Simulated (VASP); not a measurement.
A run of VASP 6.6.1 is set up as follows.

File INCAR:

```
PREC = Accurate
ENCUT = 520
EDIFF = 1E-7
ISMEAR = 0
SIGMA = 0.02
LREAL = F
LASPH = T
NELM = 80
ALGO = Normal
ISIF = 2
LWAVE = F
LCHARG = T
GGA = PE
LELF = T
LVHAR = T
NBANDS = 28
```

The input KPOINTS:

```
Automatic mesh
0
Gamma
  6 6 6
```

The input POSCAR:

```
ZrBrCl3
1.0
    5.5737987963      3.2180342188      2.4079699223
   -5.5737987963      3.2180342188      2.4079699223
    0.0000000000     -6.4360684876      2.4079698555
Zr Br Cl
1 1 3
Direct
    0.7404640000      0.7404640000      0.7404640000
    0.3968780000      0.3968780000      0.3968780000
    0.0764230000      0.7355000000      0.7355000000
    0.7355000000      0.7355000000      0.0764230000
    0.7355000000      0.0764230000      0.7355000000
```

Potentials or basis: VASP PAW PBE potentials, release 64 (Zr_sv, Br, Cl).

Run with:

```bash
$ cat potpaw_PBE.64/Zr_sv/POTCAR potpaw_PBE.64/Br/POTCAR potpaw_PBE.64/Cl/POTCAR > POTCAR
$ mpirun -np 1 vasp_std > vasp.out
```

Q: Estimate the largest force.

A: 0.015 eV/Å.

Q: Estimate the pressure.

A: 0.0 GPa.

Q: What does it give for the band gap on the k mesh?

A: 4.10 eV.

Forces on the atoms (eV/Å):
```
Zr   0.000  0.000  0.015
Br   0.000  0.000 -0.004
Cl  -0.009 -0.005 -0.004
Cl   0.000  0.011 -0.004
Cl   0.009 -0.005 -0.004
```

A k mesh can miss the band edges.
